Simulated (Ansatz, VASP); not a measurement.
**MgBe2I6 in VASP and in Ansatz**

File INCAR:

```
SYSTEM = MgBe2I6
PREC = Accurate ; ENCUT = 600
EDIFF = 1E-6 ; ISMEAR = 0
SIGMA = 0.02 ; LREAL = .FALSE.
LASPH = .TRUE. ; NELM = 100
ALGO = Normal ; ISIF = 3
LWAVE = .FALSE. ; LCHARG = .FALSE.
GGA = PE ; IBRION = 2
NSW = 100 ; EDIFFG = -0.01
```

The input KPOINTS:

```
Automatic mesh
0
G
  6 6 6
  0 0 0
```

Contents of POSCAR:

```
MgBe2I6
1.0
    3.6115022766      2.0851018116      7.9979625231
   -3.6115022766      2.0851018116      7.9979625231
    0.0000000000     -4.1702036231      7.9979625231
Mg Be I
1 2 6
Direct
    0.0000000000      0.0000000000      0.0000000000
    0.2655917533      0.2655917533      0.2655917533
    0.7344082467      0.7344082467      0.7344082467
    0.0529955624      0.4132365244      0.7575772375
    0.7575772375      0.0529955624      0.4132365244
    0.4132365244      0.7575772375      0.0529955624
    0.9470044376      0.5867634756      0.2424227625
    0.2424227625      0.9470044376      0.5867634756
    0.5867634756      0.2424227625      0.9470044376
```

Input for Ansatz:

```yaml
crystal:
  lattice:
    - [3.6115022766, 2.0851018116, 7.9979625231]
    - [-3.6115022766, 2.0851018116, 7.9979625231]
    - [0.0, -4.1702036231, 7.9979625231]
  atoms:
    - { symbol: Mg, position: [0.0, 0.0, 0.0] }
    - { symbol: Be, position: [0.2655917533, 0.2655917533, 0.2655917533] }
    - { symbol: Be, position: [0.7344082467, 0.7344082467, 0.7344082467] }
    - { symbol: I, position: [0.0529955624, 0.4132365244, 0.7575772375] }
    - { symbol: I, position: [0.7575772375, 0.0529955624, 0.4132365244] }
    - { symbol: I, position: [0.4132365244, 0.7575772375, 0.0529955624] }
    - { symbol: I, position: [0.9470044376, 0.5867634756, 0.2424227625] }
    - { symbol: I, position: [0.2424227625, 0.9470044376, 0.5867634756] }
    - { symbol: I, position: [0.5867634756, 0.2424227625, 0.9470044376] }
basis:
  ecutwfc: 420
kpoints:
  mp_grid: { grid: [6, 6, 6] }
hamiltonian:
  xc: pbe
scf:
  occupations: { method: gaussian, width: 0.02 }
output:
  forces: true
  stress: true
  eigenvalues: true
  write_density: true
  write_potential: true
  elf: true
  volumetric_format: npy
relax:
  adjacent_minimum: "off"
  f_tol: 0.01
  max_steps: 80
  cell: { stress_tol: 0.05 }
```

Alike in both runs: task relaxation of cell and atoms; functional PBE; k mesh 6 × 6 × 6; occupations gaussian, width 0.02 eV; no spin polarisation.

```csv
,VASP,Ansatz
version,VASP 6.6.1,Ansatz 0.2.0
potentials or method,"VASP PAW PBE potentials, release 64 (Mg, Be, I), cutoff 600 eV","scalar-relativistic, plane waves, PAW"
valence electrons in the cell,48,116
```

VASP gave:

```
gap on the k mesh at the Fermi level, each at its own relaxed structure (eV) : 3.27
relaxed volume (Å³/atom)                                                     : 40.74
relaxed cell length with the largest relative difference (Å)                 : 9.119
```

Question: What did Ansatz give for the same quantities?

Answer: gap on the k mesh at the Fermi level, each at its own relaxed structure (eV): 3.30; relaxed volume (Å³/atom): 41.36; relaxed cell length with the largest relative difference (Å): 9.223.

VASP's potentials hold 48 valence electrons a cell and Ansatz's 116, so a difference there can come from the potentials and not from the codes.

Neither program's run includes spin-orbit coupling.
